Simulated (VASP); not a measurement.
A run of VASP 6.6.1 is set up as follows.

File INCAR:

```
SYSTEM = ZrB2
PREC = Accurate ; ENCUT = 520
EDIFF = 1E-7 ; ISMEAR = 0
SIGMA = 0.1 ; LREAL = .False.
LASPH = .True. ; NELM = 80
ALGO = Normal ; ISIF = 2
LWAVE = .False. ; LCHARG = .False.
GGA = PE ; NBANDS = 16
```

Contents of KPOINTS:

```
regular mesh
0
Gamma
  15 15 12
  0 0 0
```

POSCAR

```
ZrB2
1.0
    3.1100670087      0.0000000000      0.0000000000
   -1.5550335043      2.6933970370      0.0000000000
    0.0000000000      0.0000000000      3.4618747333
Zr B
1 2
Direct
    0.0000000000      0.0000000000      0.0000000000
    0.3333333333      0.6666666667      0.5000000000
    0.6666666667      0.3333333333      0.5000000000
```

Potentials or basis: VASP PAW PBE potentials, release 64 (Zr_sv, B).

The run is started by

```sh
$ cat potpaw_PBE.64/Zr_sv/POTCAR potpaw_PBE.64/B/POTCAR > POTCAR
$ mpirun -np 1 vasp_std > vasp.out
```

(1) Estimate the band gap on the k mesh.

(2) Predict the pressure.

## Answers

(1) zero (band 9 reaches 11.99 eV, above the bottom of band 10 at 10.93 eV).

(2) 16.8 GPa.
